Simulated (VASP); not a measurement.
A run of VASP 6.6.1:

File INCAR:

```
SYSTEM = AlNi
PREC = Accurate
ENCUT = 600
EDIFF = 1E-6
ISMEAR = 0
SIGMA = 0.15
LREAL = .False.
LASPH = .True.
NELM = 120
ALGO = Normal
ISIF = 2
LWAVE = .False.
LCHARG = .False.
GGA = PS
NBANDS = 14
GGA_COMPAT = .False.
```

KPOINTS

```
Automatic mesh
0
Gamma
  20 20 20
  0 0 0
```

Contents of POSCAR:

```
AlNi
1.0
    2.7190572744      0.0000000000      0.0000000000
    0.0000000000      2.7190572744      0.0000000000
    0.0000000000      0.0000000000      2.9337196908
Al Ni
1 1
Direct
    0.0000000000      0.0000000000      0.0000000000
    0.5000000000      0.5000000000      0.5000000000
```

Potentials or basis: VASP PAW PBE potentials, release 64 (Al, Ni).

Launch:

```bash
$ cat potpaw_PBE.64/Al/POTCAR potpaw_PBE.64/Ni/POTCAR > POTCAR
$ mpirun -np 1 vasp_std > vasp.out
```

Hardware: 1 thread of Intel Xeon 8259CL (shared host).

Problem. Estimate the wall time of this run.

Solution. It took 4.2 min on 1 thread of Intel Xeon 8259CL (shared host), peak memory 0.38 GiB. Counts: scf iterations 13, k points 726.
